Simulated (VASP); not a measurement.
# AlN (AlN (P6_3mc)) (P6_3mc) in VASP: a series of runs, part 2 of 2

VASP 6.6.1. The steps go on from the part before.

### 3 Single point, PBE

This run uses another cell than the first one: it holds 96 atoms, not 4.

INCAR

```
PREC     = Accurate       # precision mode
ENCUT    = 520            # plane-wave cutoff, eV
EDIFF    = 1E-7           # SCF threshold, eV
ISMEAR   = -1             # smearing method
SIGMA    = 0.01           # smearing width, eV
LREAL    = Auto         
LASPH    = T              # aspherical terms in the spheres
NELM     = 60             # most SCF steps
ALGO     = Normal         # electronic algorithm
ISIF     = 2              # what is computed and relaxed
LWAVE    = F              # write WAVECAR
LCHARG   = T              # write CHGCAR
GGA      = PE             # functional
LELF     = T              # ELF
LVHAR    = T            
NBANDS   = 246            # bands
```

KPOINTS

```
Automatic mesh
0
Gamma
  1 1 1
  0.25 0.25 0.25
```

POSCAR

```
AlN
1.0
    9.3892708192      5.4208981505      0.0000000000
   -9.3892709192      5.4208979772      0.0000000000
    0.0000000000      0.0000000000     10.0348065929
Al N
48 48
Direct
    0.0000000000      0.1666666666      0.2496176869
    0.1666666666      0.0000000000      0.2496176869
    0.3333333334      0.3333333333      0.2496176869
    0.0000000000      0.3333333334      0.4996176869
    0.1666666666      0.1666666667      0.4996176869
    0.3333333334      0.0000000000      0.4996176869
    0.0000000000      0.1666666666      0.7496176869
    0.1666666666      0.0000000000      0.7496176869
    0.3333333334      0.3333333333      0.7496176869
    0.0000000000      0.3333333334      0.9996176869
    0.1666666666      0.1666666667      0.9996176869
    0.3333333334      0.0000000000      0.9996176869
    0.0000000000      0.6666666666      0.2496176869
    0.1666666666      0.5000000000      0.2496176869
    0.3333333334      0.8333333333      0.2496176869
    0.0000000000      0.8333333333      0.4996176869
    0.1666666666      0.6666666667      0.4996176869
    0.3333333334      0.5000000000      0.4996176869
    0.0000000000      0.6666666666      0.7496176869
    0.1666666666      0.5000000000      0.7496176869
    0.3333333334      0.8333333333      0.7496176869
    0.0000000000      0.8333333333      0.9996176869
    0.1666666666      0.6666666667      0.9996176869
    0.3333333334      0.5000000000      0.9996176869
    0.5000000000      0.1666666666      0.2496176869
    0.6666666666      0.0000000000      0.2496176869
    0.8333333333      0.3333333333      0.2496176869
    0.5000000000      0.3333333334      0.4996176869
    0.6666666666      0.1666666667      0.4996176869
    0.8333333333      0.0000000000      0.4996176869
    0.5000000000      0.1666666666      0.7496176869
    0.6666666666      0.0000000000      0.7496176869
    0.8333333333      0.3333333333      0.7496176869
    0.5000000000      0.3333333334      0.9996176869
    0.6666666666      0.1666666667      0.9996176869
    0.8333333333      0.0000000000      0.9996176869
    0.5000000000      0.6666666666      0.2496176869
    0.6666666666      0.5000000000      0.2496176869
    0.8333333333      0.8333333333      0.2496176869
    0.5000000000      0.8333333333      0.4996176869
    0.6666666666      0.6666666667      0.4996176869
    0.8333333333      0.5000000000      0.4996176869
    0.5000000000      0.6666666666      0.7496176869
    0.6666666666      0.5000000000      0.7496176869
    0.8333333333      0.8333333333      0.7496176869
    0.5000000000      0.8333333333      0.9996176869
    0.6666666666      0.6666666667      0.9996176869
    0.8333333333      0.5000000000      0.9996176869
    0.0000000000      0.1666666666      0.4403823131
    0.1666666666      0.0000000000      0.4403823131
    0.3333333334      0.3333333333      0.4403823131
    0.0000000000      0.3333333334      0.1903823131
    0.1666666666      0.1666666667      0.1903823131
    0.3333333334      0.0000000000      0.1903823131
    0.0000000000      0.1666666666      0.9403823131
    0.1666666666      0.0000000000      0.9403823131
    0.3333333334      0.3333333333      0.9403823131
    0.0000000000      0.3333333334      0.6903823131
    0.1666666666      0.1666666667      0.6903823131
    0.3333333334      0.0000000000      0.6903823131
    0.0000000000      0.6666666666      0.4403823131
    0.1666666666      0.5000000000      0.4403823131
    0.3333333334      0.8333333333      0.4403823131
    0.0000000000      0.8333333333      0.1903823131
    0.1666666666      0.6666666667      0.1903823131
    0.3333333334      0.5000000000      0.1903823131
    0.0000000000      0.6666666666      0.9403823131
    0.1666666666      0.5000000000      0.9403823131
    0.3333333334      0.8333333333      0.9403823131
    0.0000000000      0.8333333333      0.6903823131
    0.1666666666      0.6666666667      0.6903823131
    0.3333333334      0.5000000000      0.6903823131
    0.5000000000      0.1666666666      0.4403823131
    0.6666666666      0.0000000000      0.4403823131
    0.8333333333      0.3333333333      0.4403823131
    0.5000000000      0.3333333334      0.1903823131
    0.6666666666      0.1666666667      0.1903823131
    0.8333333333      0.0000000000      0.1903823131
    0.5000000000      0.1666666666      0.9403823131
    0.6666666666      0.0000000000      0.9403823131
    0.8333333333      0.3333333333      0.9403823131
    0.5000000000      0.3333333334      0.6903823131
    0.6666666666      0.1666666667      0.6903823131
    0.8333333333      0.0000000000      0.6903823131
    0.5000000000      0.6666666666      0.4403823131
    0.6666666666      0.5000000000      0.4403823131
    0.8333333333      0.8333333333      0.4403823131
    0.5000000000      0.8333333333      0.1903823131
    0.6666666666      0.6666666667      0.1903823131
    0.8333333333      0.5000000000      0.1903823131
    0.5000000000      0.6666666666      0.9403823131
    0.6666666666      0.5000000000      0.9403823131
    0.8333333333      0.8333333333      0.9403823131
    0.5000000000      0.8333333333      0.6903823131
    0.6666666666      0.6666666667      0.6903823131
    0.8333333333      0.5000000000      0.6903823131
```

Potentials or basis: VASP PAW PBE potentials, release 64 (Al, N).

The run is started by

```
> cat potpaw_PBE.64/Al/POTCAR potpaw_PBE.64/N/POTCAR > POTCAR
> mpirun -np 1 vasp_std > vasp.out
```

OUTCAR:

```text
PREC = Accurate
   ENCUT = 520
   EDIFF = 1E-7
   ISMEAR = -1
   LREAL = Auto
   LASPH = T
   NELM = 60
   ISIF = 2
   GGA = PE

 ion  position               nearest neighbor table
   1  0.000  0.167  0.250-  53 1.90  78 1.90  52 1.90  49 1.91   5 3.09  11 3.09  30 3.09  36 3.09
                            10 3.09   4 3.09   2 3.13  39 3.13  27 3.13  14 3.13   3 3.13  26 3.13
   2  0.167  0.000  0.250-  64 1.90  53 1.90  54 1.90  50 1.91  16 3.09  22 3.09   5 3.09  11 3.09
                             6 3.09  12 3.09   1 3.13   3 3.13  39 3.13  13 3.13  25 3.13  15 3.13
   3  0.333  0.333  0.250-  76 1.90  66 1.90  53 1.90  51 1.91  28 3.09  34 3.09  18 3.09  24 3.09
                             5 3.09  11 3.09  38 3.13  25 3.13   2 3.13  37 3.13   1 3.13  14 3.13
   4  0.000  0.333  0.500-  62 1.90  75 1.90  49 1.90  58 1.91  14 3.09  20 3.09  27 3.09  33 3.09
                             1 3.09   7 3.09   5 3.13  42 3.13  17 3.13  30 3.13  29 3.13  18 3.13
   5  0.167  0.167  0.500-  49 1.90  50 1.90  51 1.90  59 1.91   1 3.09   7 3.09   2 3.09   8 3.09
                             3 3.09   9 3.09   4 3.13  18 3.13  30 3.13  16 3.13  28 3.13   6 3.13
   6  0.333  0.000  0.500-  73 1.90  63 1.90  50 1.90  60 1.91  25 3.09  31 3.09  15 3.09  21 3.09
                             2 3.09   8 3.09  29 3.13  40 3.13  17 3.13  28 3.13  16 3.13   5 3.13
   7  0.000  0.167  0.750-  59 1.90  84 1.90  58 1.90  55 1.91   5 3.09  11 3.09  30 3.09  36 3.09
                            10 3.09   4 3.09   8 3.13  45 3.13  33 3.13  20 3.13  32 3.13   9 3.13
   8  0.167  0.000  0.750-  70 1.90  59 1.90  60 1.90  56 1.91  16 3.09  22 3.09   5 3.09  11 3.09
                             6 3.09  12 3.09   7 3.13   9 3.13  45 3.13  19 3.13  31 3.13  21 3.13
   9  0.333  0.333  0.750-  82 1.90  72 1.90  59 1.90  57 1.91  28 3.09  34 3.09  18 3.09  24 3.09
[... 134 lines left out ...]
 A1 = (   9.3892708192,   5.4208981505,   0.0000000000)
 A2 = (  -9.3892709192,   5.4208979772,   0.0000000000)
 A3 = (   0.0000000000,   0.0000000000,  10.0348065929)

Analysis of symmetry for initial positions (statically):
=====================================================================
 Subroutine PRICEL returns following result:

  LATTYP: Found a hexagonal cell.
 ALAT       =     3.1297569552
 C/A-ratio  =     1.6031287312

  Lattice vectors:

 A1 = (  -1.5648784516,  -2.7104490458,   0.0000000000)
 A2 = (   3.1297569561,   0.0000000283,   0.0000000000)
 A3 = (   0.0000000000,   0.0000000000,   5.0174032965)

  24 primitive cells build up your supercell.

 Routine SETGRP: Setting up the symmetry group for a
 hexagonal supercell.

 Subroutine GETGRP returns: Found 12 space group operations
 (whereof  6 operations were pure point group operations)
 out of a pool of 24 trial point group operations.

The static configuration has the point symmetry C_3v.
 The point group associated with its full space group is C_6v.

Analysis of symmetry for dynamics (positions and initial velocities):
=====================================================================
 Subroutine PRICEL returns following result:

  LATTYP: Found a hexagonal cell.
 ALAT       =     3.1297569552
 C/A-ratio  =     1.6031287312

  Lattice vectors:

 A1 = (  -1.5648784516,  -2.7104490458,   0.0000000000)
 A2 = (   3.1297569561,   0.0000000283,   0.0000000000)
 A3 = (   0.0000000000,   0.0000000000,   5.0174032965)

  24 primitive cells build up your supercell.

[... 79 lines left out ...]
   PREC   = accura    normal or accurate (medium, high low for compatibility)
   ISTART =      0    job   : 0-new  1-cont  2-samecut
   ICHARG =      2    charge: 1-file 2-atom 10-const
   ISPIN  =      1    spin polarized calculation?
   LNONCOLLINEAR =      F non collinear calculations
   LSORBIT =      F    spin-orbit coupling
   LASPH  =      T    aspherical Exc in radial PAW
   ENCUT  =  520.0 eV  38.22 Ry    6.18 a.u.  20.16 20.16 18.66*2*pi/ulx,y,z
   NELM   =     60;   NELMIN=  2; NELMDL= -5     # of ELM steps
   EDIFF  = 0.1E-06   stopping-criterion for ELM
   LREAL  =      T    real-space projection
   EDIFFG = 0.1E-05   stopping-criterion for IOM
   NSW    =      0    number of steps for IOM
   IBRION =     -1    ionic relax: 0-MD 1-quasi-New 2-CG
   NFREE  =      0    steps in history (QN), initial steepest desc. (CG)
   ISIF   =      2    stress and relaxation
   ISYM   =      2    0-nonsym 1-usesym 2-fastsym
   POTIM  = 0.5000    time-step for ionic-motion
   TEBEG  =    0.0;   TEEND  =   0.0 temperature during run
   PSTRESS=    0.0 pullay stress
   NELECT =     384.0000    total number of electrons
   NUPDOWN=      -1.0000    fix difference up-down
   EMIN   =  10.00;   EMAX   =-10.00  energy-range for DOS
   EFERMI =   0.00;   METHOD = LEGACY
   ISMEAR =    -1;   SIGMA  =   0.01  broadening in eV -4-tet -1-fermi 0-gaus
   EFERMI_NEDOS =   21; number of points for ismear=-14 and -15
   IALGO  =     38    algorithm
   IMIX   =      4    mixing-type and parameters
     AMIX     =   0.40;   BMIX     =  1.00
     AMIX_MAG =   1.60;   BMIX_MAG =  1.00
  volume/ion in A,a.u.               =      10.64        71.81
  Fermi-wavevector in a.u.,A,eV,Ry     =   1.181511  2.232733 18.993310  1.395969
  Thomas-Fermi vector in A             =   2.317783
   LORBIT       =      0    0 simple, 1 ext, 2 COOP (PROOUT), +10 PAW based schemes
   GGA     = PE    functional components
   LHFCALC =     F    Hartree Fock is set to
   AEXX    =    0.0000 exact exchange contribution
   IVDW    =     0    specifies the selected vdW correction
   LEPSILON=     F    determine dielectric tensor
   LRPA    =     F    only Hartree local field effects (RPA)
 non-spin polarized calculation
  energy-cutoff  :      520.00
  volume of cell :     1021.51
 maximum number of plane-waves:     27493
 NGX is ok and might be reduce to    80

 number of electron     383.9999892 magnetization

 Free energy of the ion-electron system (eV)
  ---------------------------------------------------
  ext. energy  EPLUGINS =         0.00000000
  ---------------------------------------------------
  free energy    TOTEN  =      -714.86715227 eV

  energy without entropy =     -714.86715227  energy(sigma->0) =     -714.86715227

 E-fermi :   6.0006     XC(G=0): -10.8293

 val. band max:        5.7516613395   @ k =   0.2500   0.2500   0.2500
 cond. band min:      11.0371887405   @ k =   0.2500   0.2500   0.2500
 fundamental gap:      5.2855274010
 Fermi energy:         6.0005545077

 k-point     1 :       0.2500    0.2500    0.2500
  band No.  band energies     occupation
      1      -8.8525      2.00000
      2      -8.6072      2.00000
      3      -8.6072      2.00000
      4      -8.4171      2.00000
      5      -8.1904      2.00000
      6      -8.1904      2.00000
[... 196 lines left out ...]
    203      11.7009      0.00000
    204      11.7009      0.00000
 [bands above 204 left out]

------------------------ aborting loop because EDIFF is reached ----------------------------------------

  FORCE on cell =-STRESS in cart. coord.  units (eV):
  Direction    XX          YY          ZZ          XY          YZ          ZX
  --------------------------------------------------------------------------------------
  -------------------------------------------------------------------------------------
  Total       -1.2080920     -1.2080920     -0.5208330     -0.0000000      0.0000000     -0.0000000
  in kB       -1.8948222     -1.8948222     -0.8168964     -0.0000000      0.0000000     -0.0000000
  external PRESSURE =      -1.5355136 kB  Pullay stress =       0.0000000 kB

 VOLUME and BASIS-vectors are now :
 -----------------------------------------------------------------------------
  energy-cutoff  :      520.00
  volume of cell :     1021.51
      direct lattice vectors                 reciprocal lattice vectors
     9.389270819  5.420898151  0.000000000     0.053252270  0.092235640  0.000000000
    -9.389270919  5.420897977  0.000000000    -0.053252272  0.092235639  0.000000000
     0.000000000  0.000000000 10.034806593     0.000000000  0.000000000  0.099653141

 POSITION                                       TOTAL-FORCE (eV/Angst)
 -----------------------------------------------------------------------------------
     -1.56488      0.90348      2.50487         0.000000     -0.000000      0.004471
      1.56488      0.90348      2.50487         0.000000     -0.000000      0.004471
     -0.00000      3.61393      2.50487         0.000000     -0.000000      0.004471
     -3.12976      1.80697      5.01357         0.000000      0.000000      0.004471
     -0.00000      1.80697      5.01357         0.000000     -0.000000      0.004471
      3.12976      1.80697      5.01357         0.000000     -0.000000      0.004471
[... 88 lines left out ...]
     -0.00000      7.22786      6.92785        -0.000000     -0.000000     -0.004471
      3.12976      7.22786      6.92785        -0.000000      0.000000     -0.004471
 -----------------------------------------------------------------------------------
    total drift:                               -0.000002     -0.000006      0.181011

  FREE ENERGIE OF THE ION-ELECTRON SYSTEM (eV)
  ---------------------------------------------------
  free  energy   TOTEN  =      -714.8671522737 eV

  energy  without entropy=     -714.8671522737  energy(sigma->0) =     -714.86715227
```

Run time: 10 min. Hardware: 1 thread of Intel Xeon Platinum 8488C (Sapphire Rapids), shared host; peak memory 1.1 GiB.

What came out:

| Property | Result |
| --- | --- |
| Free energy | -714.8672 eV |
| Pressure | -0.2 GPa |
| Largest force | 0.004 eV/Å |
| Band gap on the k mesh | 5.29 eV |

Forces on the atoms (eV/Å):
```
Al   0.000  0.000  0.004
Al   0.000  0.000  0.004
Al   0.000  0.000  0.004
Al   0.000  0.000  0.004
Al   0.000  0.000  0.004
Al   0.000  0.000  0.004
Al   0.000  0.000  0.004
Al   0.000  0.000  0.004
Al   0.000  0.000  0.004
Al   0.000  0.000  0.004
Al   0.000  0.000  0.004
Al   0.000  0.000  0.004
Al   0.000  0.000  0.004
Al   0.000  0.000  0.004
Al   0.000  0.000  0.004
Al   0.000  0.000  0.004
Al   0.000  0.000  0.004
Al   0.000  0.000  0.004
Al   0.000  0.000  0.004
Al   0.000  0.000  0.004
Al   0.000  0.000  0.004
Al   0.000  0.000  0.004
Al   0.000  0.000  0.004
Al   0.000  0.000  0.004
Al   0.000  0.000  0.004
Al   0.000  0.000  0.004
Al   0.000  0.000  0.004
Al   0.000  0.000  0.004
Al   0.000  0.000  0.004
Al   0.000  0.000  0.004
Al   0.000  0.000  0.004
Al   0.000  0.000  0.004
Al   0.000  0.000  0.004
Al   0.000  0.000  0.004
Al   0.000  0.000  0.004
Al   0.000  0.000  0.004
Al   0.000  0.000  0.004
Al   0.000  0.000  0.004
Al   0.000  0.000  0.004
Al   0.000  0.000  0.004
Al   0.000  0.000  0.004
Al   0.000  0.000  0.004
Al   0.000  0.000  0.004
Al   0.000  0.000  0.004
Al   0.000  0.000  0.004
Al   0.000  0.000  0.004
Al   0.000  0.000  0.004
Al   0.000  0.000  0.004
N    0.000  0.000 -0.004
N    0.000  0.000 -0.004
N    0.000  0.000 -0.004
N    0.000  0.000 -0.004
N    0.000  0.000 -0.004
N    0.000  0.000 -0.004
N    0.000  0.000 -0.004
N    0.000  0.000 -0.004
N    0.000  0.000 -0.004
N    0.000  0.000 -0.004
N    0.000  0.000 -0.004
N    0.000  0.000 -0.004
N    0.000  0.000 -0.004
N    0.000  0.000 -0.004
N    0.000  0.000 -0.004
N    0.000  0.000 -0.004
N    0.000  0.000 -0.004
N    0.000  0.000 -0.004
N    0.000  0.000 -0.004
N    0.000  0.000 -0.004
N    0.000  0.000 -0.004
N    0.000  0.000 -0.004
N    0.000  0.000 -0.004
N    0.000  0.000 -0.004
N    0.000  0.000 -0.004
N    0.000  0.000 -0.004
N    0.000  0.000 -0.004
N    0.000  0.000 -0.004
N    0.000  0.000 -0.004
N    0.000  0.000 -0.004
N    0.000  0.000 -0.004
N    0.000  0.000 -0.004
N    0.000  0.000 -0.004
N    0.000  0.000 -0.004
N    0.000  0.000 -0.004
N    0.000  0.000 -0.004
N    0.000  0.000 -0.004
N    0.000  0.000 -0.004
N    0.000  0.000 -0.004
N    0.000  0.000 -0.004
N    0.000  0.000 -0.004
N    0.000  0.000 -0.004
N    0.000  0.000 -0.004
N    0.000  0.000 -0.004
N    0.000  0.000 -0.004
N    0.000  0.000 -0.004
N    0.000  0.000 -0.004
N    0.000  0.000 -0.004
```

Levels at points of the mesh, in eV from the valence-band top:
```tsv
k point	band 190	band 191	band 192	band 193	band 194	band 195
(0.25, 0.25, 0.25)	-0.08	-0.06	0.00	5.29	5.50	5.72
```

Caveat: the k points lie up to 0.67 Å⁻¹ apart. A k mesh can miss the band edges.
